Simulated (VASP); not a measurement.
Set up this calculation in VASP 6.6.1, as the native input.

- Task: single point
- Functional: PBE
- Potentials or basis: VASP PAW PBE potentials, release 64 (Mg, Cd, S)
- Cutoff: 520 eV
- k mesh: 6 × 6 × 4
- Occupations: gaussian, width 0.1 eV
- Spin: no spin polarisation
- Dipole correction: no
- Further INCAR settings: ALGO = Normal; EDIFF = 1e-07; NBANDS = 28

The structure of MgCdS4 lies in POSCAR:

```
MgCdS4
1.0
    5.5777473864      0.0000000000      0.0000000000
   -2.7888736932      4.8304709325      0.0000000000
    0.0000000000      0.0000000000      5.3991218625
Mg Cd S
1 1 4
Direct
    0.0000000000      0.0000000000      0.0000000000
    0.0000000000      0.0000000000      0.5000000000
    0.3333333333      0.6666666667      0.6816495800
    0.3333333333      0.6666666667      0.3183504200
    0.6666666667      0.3333333333      0.3183504200
    0.6666666667      0.3333333333      0.6816495800
```

These files were run (other wordings do the same):

INCAR

```
SYSTEM = MgCdS4
PREC = Accurate
ENCUT = 520
EDIFF = 1E-7
ISMEAR = 0
SIGMA = 0.1
LREAL = .False.
LASPH = .True.
NELM = 100
ALGO = Normal
ISIF = 2
LWAVE = .False.
LCHARG = .True.
GGA = PE
LELF = .True.
LVHAR = .True.
NBANDS = 28
```

KPOINTS

```
regular mesh
0
Gamma
  6 6 4
  0 0 0
```

Potentials or basis: VASP PAW PBE potentials, release 64 (Mg, Cd, S).

Launch:

```console
$ cat potpaw_PBE.64/Mg/POTCAR potpaw_PBE.64/Cd/POTCAR potpaw_PBE.64/S/POTCAR > POTCAR
$ mpirun -np 1 vasp_std > vasp.out
```

It gave:

```yaml
Pressure: -0.3 GPa
Largest_force: 0.222 eV/Å
Band_gap_on_the_k_mesh: zero (band 19 reaches 3.26 eV, above the bottom of band 20 at 2.60 eV)
```

Run time: 86 s on 1 thread of Intel(R) Xeon(R) Platinum 8259CL CPU @ 2.50GHz (Skylake/Cascade Lake), with other jobs on the host, peak memory 0.29 GiB.
